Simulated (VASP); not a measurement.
# KF (Pm-3m) in VASP: G0W0 quasiparticle levels with r2SCAN

Aim: the G0W0 quasiparticle levels of KF with r2SCAN.

Everything below comes from runs of VASP 6.6.1. Logs are shortened: lines on timing, memory, paths and dates and some standing lists are left out, and cuts for length are marked.

### Step 1. The cell of the first run

The structure is cubic, space group Pm-3m (No. 221). Conventional cell: a = 3.179 Å, b = 3.179 Å, c = 3.179 Å, α = 90.00°, β = 90.00°, γ = 90.00°. Within 3.6 Å of K (site symmetry m-3m) lie 8 F at 2.75 Å and 6 K at 3.18 Å. Within 3.6 Å of F (site symmetry m-3m) lie 8 K at 2.75 Å and 6 F at 3.18 Å.

### Step 2. G0W0 quasiparticle levels, r2SCAN

The input, POSCAR:

```
KF
1.0
    3.1788706642      0.0000000000      0.0000000000
    0.0000000000      3.1788706642      0.0000000000
    0.0000000000      0.0000000000      3.1788706642
K F
1 1
Direct
    0.0000000000      0.0000000000      0.0000000000
    0.5000000000      0.5000000000      0.5000000000
```

The input, INCAR.step1:

```
PREC = Accurate ; ENCUT = 500
EDIFF = 1E-8 ; ISMEAR = 0
SIGMA = 0.01 ; LREAL = False
LASPH = True ; NELM = 60
ALGO = Normal ; LWAVE = True
LCHARG = False ; METAGGA = R2SCAN
LMIXTAU = True
```

The input, INCAR.step2:

```
PREC = Accurate ; ENCUT = 500
EDIFF = 1E-8 ; ISMEAR = 0
SIGMA = 0.01 ; LREAL = False
LASPH = True ; NELM = 1
ALGO = Exact ; LWAVE = True
LCHARG = False ; METAGGA = R2SCAN
LMIXTAU = True ; NBANDS = 80
LOPTICS = True ; ISTART = 1
```

The input, INCAR.step3:

```
PREC = Accurate ; ENCUT = 500
EDIFF = 1E-8 ; ISMEAR = 0
SIGMA = 0.01 ; LREAL = False
LASPH = True ; ALGO = EVGW0
LWAVE = False ; LCHARG = False
METAGGA = R2SCAN ; LMIXTAU = True
NELMGW = 1 ; NBANDS = 80
ENCUTGW = 100.0 ; NOMEGA = 96
PRECFOCK = Fast ; ISTART = 1
NBANDSGW = 16 ; OMEGAMAX = 20
```

The input, KPOINTS:

```
regular mesh
0
Gamma
  6 6 6
```

Potentials or basis: VASP PAW PBE potentials, release 64 (K_sv_GW, F_GW).

Started as:

```console
cat potpaw_PBE.64/K_sv_GW/POTCAR potpaw_PBE.64/F_GW/POTCAR > POTCAR
cp INCAR.step1 INCAR
mpirun -np 1 vasp_std > vasp.out
cp INCAR.step2 INCAR
mpirun -np 1 vasp_std > vasp.out
cp INCAR.step3 INCAR
mpirun -np 1 vasp_std > vasp.out
```

OUTCAR:

```text
PREC = Accurate
   ENCUT = 500
   EDIFF = 1E-8
   ISMEAR = 0
   LREAL = False
   LASPH = True
   METAGGA = R2SCAN
   NELMGW = 1
   ENCUTGW = 100.0
   PRECFOCK = Fast
   ISTART = 1

 ion  position               nearest neighbor table
   1  0.000  0.000  0.000-
   2  0.500  0.500  0.500-

  LATTYP: Found a simple cubic cell.
 ALAT       =     3.1788706642

  Lattice vectors:

 A1 = (   3.1788706642,   0.0000000000,   0.0000000000)
 A2 = (   0.0000000000,   3.1788706642,   0.0000000000)
 A3 = (   0.0000000000,   0.0000000000,   3.1788706642)

Analysis of symmetry for initial positions (statically):
=====================================================================
 Subroutine PRICEL returns:
 Original cell was already a primitive cell.

 Routine SETGRP: Setting up the symmetry group for a
 simple cubic supercell.

 Subroutine GETGRP returns: Found 48 space group operations
 (whereof 48 operations were pure point group operations)
 out of a pool of 48 trial point group operations.

The static configuration has the point symmetry O_h .

Analysis of symmetry for dynamics (positions and initial velocities):
=====================================================================
 Subroutine PRICEL returns:
 Original cell was already a primitive cell.

 Routine SETGRP: Setting up the symmetry group for a
 simple cubic supercell.

 Subroutine GETGRP returns: Found 48 space group operations
 (whereof 48 operations were pure point group operations)
 out of a pool of 48 trial point group operations.

The dynamic configuration has the point symmetry O_h .

 Subroutine INISYM returns: Found 48 space group operations
 (whereof 48 operations are pure point group operations),
 and found     1 'primitive' translations

----------------------------------------------------------------------------------------

                                     Primitive cell

  volume of cell :      32.1232

  direct lattice vectors                    reciprocal lattice vectors
[... 46 lines left out ...]
  0.333333  0.000000  0.000000      6.000000
  0.500000  0.000000  0.000000      3.000000
  0.166667  0.166667  0.000000     12.000000
  0.333333  0.166667  0.000000     24.000000
[... 12 lines left out ...]
  0.500000  0.500000  0.333333      6.000000
  0.500000  0.500000  0.500000      1.000000
   k-points           NKPTS =     20   k-points in BZ     NKDIM =    216   number of bands    NBANDS=     80
   number of dos      NEDOS =    301   number of ions     NIONS =      2
   total plane-waves  NPLWV =  13824
   dimension x,y,z NGX =    24 NGY =   24 NGZ =   24
   dimension x,y,z NGXF=    48 NGYF=   48 NGZF=   48
   ions per type =               1   1
   NGX,Y,Z   is equivalent  to a cutoff of  12.55, 12.55, 12.55 a.u.
   NGXF,Y,Z  is equivalent  to a cutoff of  25.10, 25.10, 25.10 a.u.
 SYSTEM =  unknown system
   PREC   = accura    normal or accurate (medium, high low for compatibility)
   ISTART =      1    job   : 0-new  1-cont  2-samecut
   ICHARG =      0    charge: 1-file 2-atom 10-const
   ISPIN  =      1    spin polarized calculation?
   LNONCOLLINEAR =      F non collinear calculations
   LSORBIT =      F    spin-orbit coupling
   LASPH  =      T    aspherical Exc in radial PAW
   ENCUT  =  500.0 eV  36.75 Ry    6.06 a.u.   5.80  5.80  5.80*2*pi/ulx,y,z
   NELM   =     60;   NELMIN=  2; NELMDL=  0     # of ELM steps
   EDIFF  = 0.1E-07   stopping-criterion for ELM
   LREAL  =      F    real-space projection
   EDIFFG = 0.1E-06   stopping-criterion for IOM
   NSW    =      0    number of steps for IOM
   IBRION =     -1    ionic relax: 0-MD 1-quasi-New 2-CG
   NFREE  =      0    steps in history (QN), initial steepest desc. (CG)
   ISIF   =      0    stress and relaxation
   ISYM   =      3    0-nonsym 1-usesym 2-fastsym
   POTIM  = 0.5000    time-step for ionic-motion
   TEBEG  =    0.0;   TEEND  =   0.0 temperature during run
   PSTRESS=    0.0 pullay stress
   NELECT =      16.0000    total number of electrons
   NUPDOWN=      -1.0000    fix difference up-down
   EMIN   =  10.00;   EMAX   =-10.00  energy-range for DOS
   EFERMI =   0.00;   METHOD = LEGACY
   ISMEAR =     0;   SIGMA  =   0.01  broadening in eV -4-tet -1-fermi 0-gaus
   EFERMI_NEDOS =   21; number of points for ismear=-14 and -15
   IALGO  =     38    algorithm
   IMIX   =      4    mixing-type and parameters
     AMIX     =   0.40;   BMIX     =  1.00
     AMIX_MAG =   1.60;   BMIX_MAG =  1.00
  volume/ion in A,a.u.               =      16.06       108.39
  Fermi-wavevector in a.u.,A,eV,Ry     =   1.297703  2.452303 22.912660  1.684033
  Thomas-Fermi vector in A             =   2.429078
   LORBIT       =      0    0 simple, 1 ext, 2 COOP (PROOUT), +10 PAW based schemes
   METAGGA = R2SCAN    functional components
   LHFCALC =     T    Hartree Fock is set to
   PRECFOCK=fast      Normal, Fast or Accurate (Low or Medium for compatibility)
   ENCUT4O =  -1.0   cutoff for four orbital integrals eV
   NKREDX  =     1    reduce k-point grid by
   NKREDY  =     1    reduce k-point grid by
   NKREDZ  =     1    reduce k-point grid by
   AEXX    =    1.0000 exact exchange contribution
   HFSCREEN=    0.0000 screening length (either q_TF or 0.3 A-1)
   HFSCREENC=   0.0000 screening length for correlation (either q_TF or 0.3 A-1)
   ENCUTFOCK=  -1.0 apply spherical cutoff to Coloumb kernel
   IVDW    =     0    specifies the selected vdW correction
   LEPSILON=     F    determine dielectric tensor
   LRPA    =     F    only Hartree local field effects (RPA)
   LRPAFORCE           =     F    calculate RPA forces
   ENCUTGW             = 100.0    cutoff for response function in eV
   ENCUTGWSOFT         =  80.0    soft cutoff for Coulomb kernel in GW response function in eV
   ENCUTLF             =  -1.0    cutoff for local field effects
   NELMGW              =     1    number of iterations in solving QP/BSE equation
   NELMHF              =     1    number of iterations in the inner HF iteration
   NKREDLFX            =     1    NKREDLFY  =   1   NKREDLFZ  =   1
 non-spin polarized calculation
 Gauss-broadening in eV      SIGMA  =   0.01
  energy-cutoff  :      500.00
  volume of cell :       32.12
 maximum number of plane-waves:       840
 NGX is ok and might be reduce to    24
  NGX = 14; NGY = 14; NGZ = 14
   NGX = 11   NGY = 11   NGZ = 11
 maximum number of plane-waves:        81
 NGX is ok and might be reduce to    14

 QP shifts <psi_nk| G(iteration)W_0 |psi_nk>: iteration 1
 for sc-GW calculations column KS-energies equals QP-energies in previous step
 and V_xc(KS)=  KS-energies - (<T + V_ion + V_H > + <T+V_H+V_ion>^1  + <V_x>^1)

 k-point   1 :       0.0000    0.0000    0.0000
  band No.  KS-energies  QP-energies   sigma(KS)   V_xc(KS)     V^pw_x(r,r')   Z            occupation Imag(sigma)

      1     -27.3411     -28.6561     -21.7475     -19.7147     -30.6277       0.6469       2.0000       0.3849
      2     -19.6170     -22.0496     -28.4458     -24.8712     -37.0225       0.6805       2.0000       0.4428
      3      -9.4995     -12.3245     -22.0692     -18.7768     -24.9704       0.8580       2.0000       0.0434
      4      -9.4995     -12.3245     -22.0692     -18.7768     -24.9704       0.8580       2.0000       0.0434
      5      -9.4995     -12.3245     -22.0692     -18.7768     -24.9704       0.8580       2.0000       0.0434
      6       0.4329      -1.4265     -25.0948     -22.7923     -29.8422       0.8075       2.0000       0.0482
[... 375 lines left out ...]
      2     -19.4445     -21.8941     -28.7629     -25.1827     -37.3306       0.6842       2.0000       0.4183
      3     -10.1842     -13.1072     -21.5608     -18.1390     -24.4623       0.8542       2.0000       0.0405
      4     -10.1842     -13.1072     -21.5608     -18.1390     -24.4623       0.8542       2.0000       0.0405
      5     -10.1842     -13.1072     -21.5608     -18.1390     -24.4623       0.8542       2.0000       0.0405
      6      -0.6885      -2.7716     -23.1048     -20.5161     -27.6500       0.8047       2.0000       0.0546
[... 8 lines left out ...]
     15      17.6073      18.7674      -7.4153      -8.7641      -3.7623       0.8602       0.0000      -0.0458
     16      17.6073      18.7674      -7.4153      -8.7641      -3.7623       0.8602       0.0000      -0.0458
```

OUTCAR.step1:

```text
PREC = Accurate
   ENCUT = 500
   EDIFF = 1E-8
   ISMEAR = 0
   LREAL = False
[... 515 lines left out ...]
      0.00000      0.00000      0.00000         0.000000      0.000000      0.000000
      1.58944      1.58944      1.58944         0.000000      0.000000      0.000000
 -----------------------------------------------------------------------------------
    total drift:                                0.000000      0.000000     -0.000000

  FREE ENERGIE OF THE ION-ELECTRON SYSTEM (eV)
  ---------------------------------------------------
  free  energy   TOTEN  =       -17.3326457217 eV

  energy  without entropy=      -17.3326457217  energy(sigma->0) =      -17.33264572
```

OUTCAR.step2:

```text
PREC = Accurate
   ENCUT = 500
   EDIFF = 1E-8
   ISMEAR = 0
   LREAL = False
[... 1009 lines left out ...]
     0.00000     2.17573     2.17573     2.17573     0.00000     0.00000     0.00000
     1.52072     2.18790     2.18790     2.18790     0.00000     0.00000     0.00000
     3.04143     2.22743     2.22743     2.22743     0.00000     0.00000     0.00000
     4.56215     2.30427     2.30427     2.30427     0.00000     0.00000     0.00000
     6.08286     2.44753     2.44753     2.44753     0.00000     0.00000     0.00000
     7.60358     2.83161     2.83161     2.83161     0.00000     0.00000     0.00000
[... 92 lines left out ...]
   149.03009     0.97090     0.97090     0.97090     0.00000    -0.00000    -0.00000
   150.55081     0.97157     0.97157     0.97157     0.00000    -0.00000    -0.00000
```

Run time: 8.1 min. Hardware: 1 thread of AMD EPYC 7R13 (Zen 3), shared host; peak memory 0.47 GiB.

Results:

```
Quasiparticle gap                                   : 10.61 eV
Least direct quasiparticle gap                      : 10.65 eV
Band gap of the starting levels on the mesh         : 7.74 eV
Least direct gap of the starting levels on the mesh : 7.77 eV
```

Caveat: bands, screening cutoff and mesh are small and nothing is extrapolated, so the quasiparticle values aren't converged; the structure was generated, so it needn't be the stable form of KF.
